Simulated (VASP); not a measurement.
Crystal: Ta.

```
Ta
1.0
    -1.65128    1.65128    1.65128
     1.65128   -1.65128    1.65128
     1.65128    1.65128   -1.65128
Ta
1
Direct
  0.00000 0.00000 0.00000
```

Base run:

* Program: VASP 6.6.1
* Functional: BLYP
* Potentials or basis: VASP PAW PBE potentials, release 64 (Ta_pv)
* Cutoff: 500 eV
* k mesh: 11 × 11 × 11
* Occupations: fermi-dirac, width 0.1 eV
* Spin: non-collinear spin, zero start, spin-orbit coupling
* Starting moments: [[0.0, 0.0, 0.0]] μB

Its results: pressure 10.1 GPa; net moment 0.00 μB per cell.

Q: The run is repeated on the same cell with these changes: functional from BLYP to b88 exchange, pbe correlation; occupations from fermi-dirac, width 0.1 eV to gaussian, width 0.1 eV. What comes out?

A: Pressure 1.9 GPa; net moment 0.00 μB per cell.

Caveats: the PAW data sets were made with another functional, which shifts forces and pressure a little; the cell stands under pressure (at least some runs).
